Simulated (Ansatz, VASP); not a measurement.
WSe2: VASP beside Ansatz

The input INCAR:

```
  PREC = Accurate
  ENCUT = 520
  EDIFF = 1E-6
  ISMEAR = 0
  SIGMA = 0.02
  LREAL = False
  LASPH = True
  NELM = 100
  ALGO = Normal
  ISIF = 2
  LWAVE = False
  LCHARG = True
  LDIPOL = True
  IDIPOL = 3
  DIPOL = 0.5 0.5 0.500
  GGA = PE
  IVDW = 12
  LELF = True
  LVHAR = True
  LVACPOTAV = True
  NBANDS = 20
```

KPOINTS

```
Automatic mesh
0
Gamma
  9 9 1
```

File POSCAR:

```
WSe2
1.0
    3.2420000000      0.0000000000      0.0000000000
   -1.6210000000      2.8076543591      0.0000000000
    0.0000000000      0.0000000000     32.7373831004
Se W
2 1
Direct
    0.3333333333      0.6666666667      0.4467581146
    0.3333333333      0.6666666667      0.5532418854
    0.6666666667      0.3333333333      0.5000000000
```

Input for Ansatz:

```yaml
crystal:
  lattice:
    - [3.242, 0.0, 0.0]
    - [-1.621, 2.8076543591, 0.0]
    - [0.0, 0.0, 32.7373831004]
  atoms:
    - { symbol: Se, position: [0.3333333333, 0.6666666667, 0.4467581146] }
    - { symbol: W, position: [0.6666666667, 0.3333333333, 0.5] }
    - { symbol: Se, position: [0.3333333333, 0.6666666667, 0.5532418854] }
  periodic: [true, true, false]
basis:
  ecutwfc: 420
kpoints:
  mp_grid: { grid: [9, 9, 1] }
hamiltonian:
  xc: pbe
  pseudopotentials: { kind: paw, azcp: { folder: soft_1 } }
  dispersion: d3bj
scf:
  occupations: { method: gaussian, width: 0.02 }
output:
  forces: true
  stress: true
  eigenvalues: true
```

Alike in both runs: task single point; functional PBE; dispersion D3(BJ); k mesh 9 × 9 × 1; occupations gaussian, width 0.02 eV; no spin polarisation.

```csv
,VASP,Ansatz
version,VASP 6.6.1,Ansatz 0.2.0
potentials or method,"VASP PAW PBE potentials, release 64 (Se, W_sv), cutoff 520 eV","scalar-relativistic, plane waves, PAW"
valence electrons in the cell,26,46
```

Ansatz gave:

```
gap on the k mesh at the Fermi level (eV) : 1.52
least direct gap on the mesh (eV)         : 1.94
rms of the force components (eV/Å)        : 0.326
```

What did VASP give for the same quantities?

gap on the k mesh at the Fermi level (eV): 1.52; least direct gap on the mesh (eV): 1.94; rms of the force components (eV/Å): 0.305.

VASP's potentials hold 26 valence electrons a cell and Ansatz's 46, so a difference there can come from the potentials and not from the codes.

Neither program's run includes spin-orbit coupling.
